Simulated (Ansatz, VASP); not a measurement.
**BP: VASP beside Ansatz**

```xyz
2
Lattice="0.0000 2.1514 2.1514 2.1514 0.0000 2.1514 2.1514 2.1514 0.0000" Properties=species:S:1:pos:R:3 pbc="T T T"
B     0.0000    0.0000    0.0000
P     1.0757    1.0757    1.0757
```

Change from the starting cell: volume scaled by 0.88, LAPW.

Alike in both runs: task single point; functional LDA; k mesh 15 × 15 × 15; occupations fermi-dirac, width 0.08 eV; no spin polarisation.

|  | VASP | Ansatz |
| --- | --- | --- |
| version | VASP 6.6.1 | Ansatz 0.2.0 |
| potentials or method | VASP PAW LDA potentials, release 64 (B, P), cutoff 500 eV | all-electron LAPW, scalar-relativistic |

```csv
,VASP,Ansatz,Ansatz less VASP
pressure (GPa),28.3,28.5,+0.19
```

LDA's correlation is that of Perdew and Zunger in VASP and of Perdew and Wang (1992) in Ansatz. Both programs put the cell under a high pressure, so it lies far from rest at this level. Ansatz ran all-electron here, and VASP with PAW potentials.
